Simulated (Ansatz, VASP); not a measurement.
## Two plane-wave programs on MoS2

```
Mo S
1.0
     1.57659    0.91025    5.99848
    -1.57659    0.91025    5.99848
     0.00000   -1.82049    5.99848
Mo S
1 2
Cartesian
  0.0000 0.0000 0.0045
  0.0000 0.0000 10.4371
  0.0000 0.0000 13.5642
```

Alike in both runs: functional PBE; dispersion D3(BJ); k mesh 12 × 12 × 12; occupations gaussian, width 0.02 eV; no spin polarisation.

Ansatz relaxed the structure, and its values are those at the end. VASP's run is a single point on that final structure, the one shown.

|  | VASP | Ansatz |
| --- | --- | --- |
| version | VASP 6.6.1 | Ansatz 0.2.0 |
| potentials or method | VASP PAW PBE potentials, release 64 (Mo_sv, S), cutoff 500 eV | scalar-relativistic, plane waves, PAW |
| valence electrons in the cell | 26 | 26 |

```csv
,VASP,Ansatz,Ansatz less VASP
gap on the k mesh at the Fermi level (eV),0.81,0.79,-0.016
least direct gap on the mesh (eV),1.77,1.77,-0.004
pressure (GPa),-0.1,0.0,+0.14
rms of the force components (eV/Å),0.007,0.000,-0.0063
```
